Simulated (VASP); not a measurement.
Here is a VASP 6.6.1 calculation.

INCAR

```
SYSTEM = SrCl2
ALGO = Normal
EDIFF = 1E-7
ENCUT = 520
GGA = PE
ISIF = 2
ISMEAR = -1
LASPH = .True.
LCHARG = .False.
LREAL = .False.
LWAVE = .False.
NBANDS = 19
NELM = 100
PREC = Accurate
SIGMA = 0.01
```

Contents of KPOINTS:

```
k-points
0
Gamma
  8 8 8
  0 0 0
```

POSCAR

```
SrCl2
1.0
    0.0000000000      3.4855000000      3.4855000000
    3.4855000000      0.0000000000      3.4855000000
    3.4855000000      3.4855000000      0.0000000000
Sr Cl
1 2
Direct
    0.0000000000      0.0000000000      0.0000000000
    0.2500000000      0.2500000000      0.2500000000
    0.7500000000      0.7500000000      0.7500000000
```

Potentials or basis: VASP PAW PBE potentials, release 64 (Sr_sv, Cl).

Command:

```bash
$ cat potpaw_PBE.64/Sr_sv/POTCAR potpaw_PBE.64/Cl/POTCAR > POTCAR
$ mpirun -np 1 vasp_std > vasp.out
```

**Question.** Estimate the pressure.

**Answer.** 1.2 GPa.

**Question.** What does it give for the band gap on the k mesh?

**Answer.** 5.35 eV, indirect (least direct gap 5.50 eV).

A k mesh can miss the band edges.
